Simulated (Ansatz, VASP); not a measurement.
**AuI3 in VASP and in Ansatz**

```
Au I
1.0
     6.14040    0.00000    0.00000
     0.00000    6.14040    0.00000
     0.00000    0.00000    6.14040
Au I
1 3
Cartesian
  0.0000 0.0000 0.0000
  3.0702 0.0000 0.0000
  0.0000 0.0000 3.0702
  0.0000 3.0702 0.0000
```

Alike in both runs: task single point; functional r2SCAN; k mesh 3 × 3 × 3; occupations gaussian, width 0.05 eV; collinear spin; Hubbard terms Au d U = 4.0 eV.

|  | VASP | Ansatz |
| --- | --- | --- |
| version | VASP 6.6.1 | Ansatz 0.2.0 |
| potentials or method | VASP PAW PBE potentials, release 64 (Au, I), cutoff 520 eV | scalar-relativistic, plane waves, PAW |
| valence electrons in the cell | 32 | 70 |

VASP gave:

```
gap on the k mesh at the Fermi level (eV) : none
pressure (GPa)                            : -3.9
```

Estimate Ansatz's values.

gap on the k mesh at the Fermi level (eV): none; pressure (GPa): -3.7.

VASP's potentials were made for PBE, not for r2SCAN. The programs project onto different local orbitals, so the same U acts differently, and such runs can settle in different states. A gap of «none» marks a metal or a gap that the smearing closes. VASP's potentials hold 32 valence electrons a cell and Ansatz's 70, so a difference there can come from the potentials and not from the codes. Ansatz's warnings: filled band counts differ across k points, seeded moment not kept, specified occupation not kept, stability check not made, symmetry narrowed by occupation matrices.

Neither program's run includes spin-orbit coupling.
